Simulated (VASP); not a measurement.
# Re (Pm-3n) in VASP: single point with PBE

Aim: the single point of Re with PBE.

Program: VASP 6.6.1. These are calculated values, not measurements. Logs are shortened: lines on timing, memory, paths and dates and some standing lists are left out, and cuts for length are marked.

### Step 1. The cell of the first run

Symmetry: Pm-3n, No. 223, cubic system. The conventional cell has a = 4.953 Å, b = 4.953 Å, c = 4.953 Å, α = 90.00°, β = 90.00°, γ = 90.00°. Within 3.6 Å of Re (site symmetry m-3) lie 12 Re at 2.77 Å. Within 3.3 Å of Re (site symmetry -4m2) lie 14 Re at 2.48 to 3.03 Å.

### Step 2. Single point, PBE

The input, INCAR:

```
ALGO = Normal ; EDIFF = 1E-6
ENCUT = 520 ; GGA = PE
ISIF = 2 ; ISMEAR = -1
LASPH = True ; LCHARG = True
LELF = True ; LREAL = False
LVHAR = True ; LWAVE = False
NBANDS = 38 ; NELM = 60
PREC = Accurate ; SIGMA = 0.1
```

The input, KPOINTS:

```
k-points
0
Gamma
  7 7 7
```

The input, POSCAR:

```
Re
1.0
    4.9529043619      0.0000000000      0.0000000000
    0.0000000000      4.9529043619      0.0000000000
    0.0000000000      0.0000000000      4.9529043619
Re
8
Direct
    1.0000000000      1.0000000000      0.0000000000
    0.5000000000      0.5000000000      0.5000000000
    0.2500000000      1.0000000000      0.5000000000
    0.7500000000      0.0000000000      0.5000000000
    0.5000000000      0.2500000000      0.0000000000
    0.5000000000      0.7500000000      0.0000000000
    1.0000000000      0.5000000000      0.2500000000
    0.0000000000      0.5000000000      0.7500000000
```

Potentials or basis: VASP PAW PBE potentials, release 64 (Re).

Launch:

```bash
> cat potpaw_PBE.64/Re/POTCAR > POTCAR
> mpirun -np 1 vasp_std > vasp.out
```

OUTCAR:

```text
EDIFF = 1E-6
   ENCUT = 520
   GGA = PE
   ISIF = 2
   ISMEAR = -1
   LASPH = True
   LREAL = False
   NELM = 60
   PREC = Accurate

 ion  position               nearest neighbor table
   1  0.000  0.000  0.000-   3 2.77   4 2.77   5 2.77   6 2.77   7 2.77   8 2.77   3 2.77   4 2.77
                             7 2.77   8 2.77   5 2.77   6 2.77
   2  0.500  0.500  0.500-   3 2.77   4 2.77   5 2.77   6 2.77   7 2.77   8 2.77   5 2.77   6 2.77
                             3 2.77   4 2.77   7 2.77   8 2.77
   3  0.250  0.000  0.500-   4 2.48   4 2.48   1 2.77   1 2.77   2 2.77   2 2.77   8 3.03   5 3.03
                             5 3.03   6 3.03   6 3.03   7 3.03   8 3.03   7 3.03
   4  0.750  0.000  0.500-   3 2.48   3 2.48   1 2.77   1 2.77   2 2.77   2 2.77   8 3.03   5 3.03
                             5 3.03   6 3.03   6 3.03   7 3.03   8 3.03   7 3.03
   5  0.500  0.250  0.000-   6 2.48   6 2.48   1 2.77   2 2.77   2 2.77   1 2.77   8 3.03   4 3.03
                             3 3.03   4 3.03   3 3.03   7 3.03   7 3.03   8 3.03
   6  0.500  0.750  0.000-   5 2.48   5 2.48   1 2.77   2 2.77   2 2.77   1 2.77   8 3.03   4 3.03
                             3 3.03   4 3.03   3 3.03   7 3.03   7 3.03   8 3.03
   7  0.000  0.500  0.250-   8 2.48   8 2.48   1 2.77   2 2.77   1 2.77   2 2.77   3 3.03   4 3.03
                             5 3.03   3 3.03   4 3.03   6 3.03   5 3.03   6 3.03
   8  0.000  0.500  0.750-   7 2.48   7 2.48   1 2.77   2 2.77   1 2.77   2 2.77   3 3.03   4 3.03
                             5 3.03   3 3.03   4 3.03   6 3.03   5 3.03   6 3.03

  LATTYP: Found a simple cubic cell.
 ALAT       =     4.9529043619

  Lattice vectors:

 A1 = (   4.9529043619,   0.0000000000,   0.0000000000)
 A2 = (   0.0000000000,   4.9529043619,   0.0000000000)
 A3 = (   0.0000000000,   0.0000000000,   4.9529043619)

Analysis of symmetry for initial positions (statically):
=====================================================================
 Subroutine PRICEL returns:
 Original cell was already a primitive cell.

 Routine SETGRP: Setting up the symmetry group for a
 simple cubic supercell.

 Subroutine GETGRP returns: Found 48 space group operations
 (whereof 24 operations were pure point group operations)
 out of a pool of 48 trial point group operations.

The static configuration has the point symmetry T_h .
 The point group associated with its full space group is O_h .

Analysis of symmetry for dynamics (positions and initial velocities):
=====================================================================
 Subroutine PRICEL returns:
 Original cell was already a primitive cell.

 Routine SETGRP: Setting up the symmetry group for a
 simple cubic supercell.

 Subroutine GETGRP returns: Found 48 space group operations
 (whereof 24 operations were pure point group operations)
 out of a pool of 48 trial point group operations.

The dynamic configuration has the point symmetry T_h .
 The point group associated with its full space group is O_h .

 Subroutine INISYM returns: Found 48 space group operations
 (whereof 24 operations are pure point group operations),
 and found     1 'primitive' translations

----------------------------------------------------------------------------------------

                                     Primitive cell

  volume of cell :     121.5010

  direct lattice vectors                    reciprocal lattice vectors
     4.952904362  0.000000000  0.000000000     0.201901738  0.000000000  0.000000000
     0.000000000  4.952904362  0.000000000     0.000000000  0.201901738  0.000000000
     0.000000000  0.000000000  4.952904362     0.000000000  0.000000000  0.201901738

  length of vectors
     4.952904362  4.952904362  4.952904362     0.201901738  0.201901738  0.201901738

  position of ions in fractional coordinates (direct lattice)
     0.000000000  0.000000000  0.000000000
     0.500000000  0.500000000  0.500000000
     0.250000000  0.000000000  0.500000000
     0.750000000  0.000000000  0.500000000
     0.500000000  0.250000000  0.000000000
     0.500000000  0.750000000  0.000000000
     0.000000000  0.500000000  0.250000000
     0.000000000  0.500000000  0.750000000

  ion indices of the primitive-cell ions
   primitive index   ion index
                 1           1
                 2           2
                 3           3
                 4           4
                 5           5
                 6           6
                 7           7
                 8           8

----------------------------------------------------------------------------------------

 KPOINTS: k-points

Automatic generation of k-mesh.
 Grid dimensions read from file:
 generate k-points for:    7    7    7

 Generating k-lattice:

  Cartesian coordinates                     Fractional coordinates (reciprocal lattice)
     0.028843105  0.000000000  0.000000000     0.142857143  0.000000000  0.000000000
     0.000000000  0.028843105  0.000000000     0.000000000  0.142857143  0.000000000
     0.000000000  0.000000000  0.028843105     0.000000000  0.000000000  0.142857143

  Length of vectors
     0.028843105  0.028843105  0.028843105

  Shift w.r.t. Gamma in fractional coordinates (k-lattice)
     0.000000000  0.000000000  0.000000000

 Subroutine IBZKPT returns following result:
 ===========================================

 Found     20 irreducible k-points:

 Following reciprocal coordinates:
            Coordinates               Weight
  0.000000  0.000000  0.000000      1.000000
  0.142857  0.000000  0.000000      6.000000
  0.285714  0.000000  0.000000      6.000000
  0.428571  0.000000  0.000000      6.000000
  0.142857  0.142857  0.000000     12.000000
  0.285714  0.142857  0.000000     24.000000
[... 12 lines left out ...]
  0.428571  0.428571  0.285714     24.000000
  0.428571  0.428571  0.428571      8.000000
   k-points           NKPTS =     20   k-points in BZ     NKDIM =     20   number of bands    NBANDS=     38
   number of dos      NEDOS =    301   number of ions     NIONS =      8
   total plane-waves  NPLWV =  64000
   dimension x,y,z NGX =    40 NGY =   40 NGZ =   40
   dimension x,y,z NGXF=    80 NGYF=   80 NGZF=   80
   ions per type =               8
   NGX,Y,Z   is equivalent  to a cutoff of  13.43, 13.43, 13.43 a.u.
   NGXF,Y,Z  is equivalent  to a cutoff of  26.85, 26.85, 26.85 a.u.
 SYSTEM =  unknown system
   PREC   = accura    normal or accurate (medium, high low for compatibility)
   ISTART =      0    job   : 0-new  1-cont  2-samecut
   ICHARG =      2    charge: 1-file 2-atom 10-const
   ISPIN  =      1    spin polarized calculation?
   LNONCOLLINEAR =      F non collinear calculations
   LSORBIT =      F    spin-orbit coupling
   LASPH  =      T    aspherical Exc in radial PAW
   ENCUT  =  520.0 eV  38.22 Ry    6.18 a.u.   9.21  9.21  9.21*2*pi/ulx,y,z
   NELM   =     60;   NELMIN=  2; NELMDL= -5     # of ELM steps
   EDIFF  = 0.1E-05   stopping-criterion for ELM
   LREAL  =      F    real-space projection
   EDIFFG = 0.1E-04   stopping-criterion for IOM
   NSW    =      0    number of steps for IOM
   IBRION =     -1    ionic relax: 0-MD 1-quasi-New 2-CG
   NFREE  =      0    steps in history (QN), initial steepest desc. (CG)
   ISIF   =      2    stress and relaxation
   ISYM   =      2    0-nonsym 1-usesym 2-fastsym
   POTIM  = 0.5000    time-step for ionic-motion
   TEBEG  =    0.0;   TEEND  =   0.0 temperature during run
   PSTRESS=    0.0 pullay stress
   NELECT =      56.0000    total number of electrons
   NUPDOWN=      -1.0000    fix difference up-down
   EMIN   =  10.00;   EMAX   =-10.00  energy-range for DOS
   EFERMI =   0.00;   METHOD = LEGACY
   ISMEAR =    -1;   SIGMA  =   0.10  broadening in eV -4-tet -1-fermi 0-gaus
   EFERMI_NEDOS =   21; number of points for ismear=-14 and -15
   IALGO  =     38    algorithm
   IMIX   =      4    mixing-type and parameters
     AMIX     =   0.40;   BMIX     =  1.00
     AMIX_MAG =   1.60;   BMIX_MAG =  1.00
  volume/ion in A,a.u.               =      15.19       102.49
  Fermi-wavevector in a.u.,A,eV,Ry     =   1.264574  2.389698 21.757720  1.599147
  Thomas-Fermi vector in A             =   2.397872
   LORBIT       =      0    0 simple, 1 ext, 2 COOP (PROOUT), +10 PAW based schemes
   GGA     = PE    functional components
   LHFCALC =     F    Hartree Fock is set to
   AEXX    =    0.0000 exact exchange contribution
   IVDW    =     0    specifies the selected vdW correction
   LEPSILON=     F    determine dielectric tensor
   LRPA    =     F    only Hartree local field effects (RPA)
 non-spin polarized calculation
  energy-cutoff  :      520.00
  volume of cell :      121.50
 maximum number of plane-waves:      3291
 NGX is ok and might be reduce to    40
   NGX = 19   NGY = 19   NGZ = 19

 number of electron      56.0000011 magnetization

 Free energy of the ion-electron system (eV)
  ---------------------------------------------------
  ext. energy  EPLUGINS =         0.00000000
  ---------------------------------------------------
  free energy    TOTEN  =       -98.15790794 eV

  energy without entropy =      -97.88616683  energy(sigma->0) =      -98.02203738

 E-fermi :   8.1880     XC(G=0): -13.5419

 val. band max:        8.1740385649   @ k =   0.4286   0.1429   0.0000
 cond. band min:       8.1988282159   @ k =   0.4286   0.4286   0.1429
 fundamental gap:      0.0247896510
 Fermi energy:         8.1879537547

 k-point     1 :       0.0000    0.0000    0.0000
  band No.  band energies     occupation
      1      -2.1291      2.00000
      2       1.1669      2.00000
      3       1.1669      2.00000
      4       2.2466      2.00000
      5       2.6115      2.00000
      6       2.6115      2.00000
[... 30 lines left out ...]
     37      10.6576      0.00000
     38      10.6875      0.00000

 k-point     2 :       0.1429    0.0000    0.0000
  band No.  band energies     occupation
      1      -1.9368      2.00000
      2       1.0861      2.00000
      3       1.3674      2.00000
      4       1.8396      2.00000
      5       2.6248      2.00000
      6       2.6248      2.00000
[... 730 lines left out ...]
 k-point    20 :       0.4286    0.4286    0.4286
  band No.  band energies     occupation
      1       1.6410      2.00000
      2       1.8294      2.00000
      3       1.8294      2.00000
      4       2.1647      2.00000
      5       2.2123      2.00000
      6       2.2123      2.00000
[... 30 lines left out ...]
     37      10.4840      0.00000
     38      10.5360      0.00000

------------------------ aborting loop because EDIFF is reached ----------------------------------------

  FORCE on cell =-STRESS in cart. coord.  units (eV):
  Direction    XX          YY          ZZ          XY          YZ          ZX
  --------------------------------------------------------------------------------------
  -------------------------------------------------------------------------------------
  Total       -0.5007438     -0.5007438     -0.5007438     -0.0000000      0.0000000      0.0000000
  in kB       -6.6030766     -6.6030766     -6.6030766     -0.0000000      0.0000000      0.0000000
  external PRESSURE =      -6.6030766 kB  Pullay stress =       0.0000000 kB

 VOLUME and BASIS-vectors are now :
 -----------------------------------------------------------------------------
  energy-cutoff  :      520.00
  volume of cell :      121.50
      direct lattice vectors                 reciprocal lattice vectors
     4.952904362  0.000000000  0.000000000     0.201901738  0.000000000  0.000000000
     0.000000000  4.952904362  0.000000000     0.000000000  0.201901738  0.000000000
     0.000000000  0.000000000  4.952904362     0.000000000  0.000000000  0.201901738

 POSITION                                       TOTAL-FORCE (eV/Angst)
 -----------------------------------------------------------------------------------
      0.00000      0.00000      0.00000         0.000000     -0.000000     -0.000000
      2.47645      2.47645      2.47645         0.000000     -0.000000     -0.000000
      1.23823      0.00000      2.47645         0.000000      0.000000      0.000000
      3.71468      0.00000      2.47645        -0.000000     -0.000000     -0.000000
      2.47645      1.23823      0.00000        -0.000000     -0.000000      0.000000
      2.47645      3.71468      0.00000         0.000000     -0.000000     -0.000000
      0.00000      2.47645      1.23823         0.000000     -0.000000     -0.000000
      0.00000      2.47645      3.71468        -0.000000      0.000000     -0.000000
 -----------------------------------------------------------------------------------
    total drift:                               -0.000000     -0.000000     -0.000000

  FREE ENERGIE OF THE ION-ELECTRON SYSTEM (eV)
  ---------------------------------------------------
  free  energy   TOTEN  =       -98.1579079392 eV

  energy  without entropy=      -97.8861668260  energy(sigma->0) =      -98.02203738
```

Run time: 4.1 min. Hardware: 1 thread of Intel Xeon 8259CL, shared host; peak memory 0.27 GiB.

What came out:

```
Free energy            : -98.1579 eV
Pressure               : -0.7 GPa
Band gap on the k mesh : zero (bands 28 and 29 overlap by 0.32 eV)
```

Levels at points of the mesh, in eV from the Fermi level:
```tsv
k point	band 25	band 26	band 27	band 28	band 29	band 30	band 31	band 32
(0.00, 0.00, 0.00)	-1.76	0.16	0.16	0.16	0.21	0.21	0.21	0.51
```

Caveat: spin-orbit coupling is left out, which moves the levels of the heavy elements.
